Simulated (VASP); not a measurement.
Here is a VASP 6.6.1 calculation.

File INCAR:

```
PREC = Accurate
ENCUT = 610
EDIFF = 1E-8
ISMEAR = 0
SIGMA = 0.1
LREAL = False
LASPH = True
NELM = 120
ALGO = Normal
ISIF = 2
LWAVE = False
LCHARG = False
GGA = PS
LEFG = True
NBANDS = 26
GGA_COMPAT = False
```

KPOINTS

```
regular mesh
0
Gamma
  3 3 2
```

Contents of POSCAR:

```
Cu
1.0
    2.5340966698      0.0000000000      0.0000000000
   -1.2670483349      2.1945920917      0.0000000000
    0.0000000000      0.0000000000      4.1125710000
Cu
2
Direct
    0.3333333333      0.6666666667      0.2500000000
    0.6666666667      0.3333333333      0.7500000000
```

Potentials or basis: VASP PAW PBE potentials, release 64 (Cu_sv_GW).

Launch:

```sh
$ cat potpaw_PBE.64/Cu_sv_GW/POTCAR > POTCAR
$ mpirun -np 1 vasp_std > vasp.out
```

Q: Estimate the pressure.

A: -6.9 GPa.

Q: What does it give for the band gap on the k mesh?

A: Zero (bands 19 and 20 overlap by 6.05 eV).

Electric field gradients, principal values (V/Å²):
| atom | least | middle | greatest (by size) |
| --- | --- | --- | --- |
| 1 Cu | -10.117 | -10.142 | 20.259 |
| 2 Cu | -10.117 | -10.142 | 20.259 |

Caveat: the k points lie up to 0.95 Å⁻¹ apart, too coarse for converged energies and pressures of a metal; without QUAD_EFG the Cq values of the log hold for a quadrupole moment of 1 mb, not for the nuclei; the PAW data sets were made with another functional, which shifts forces and pressure a little.
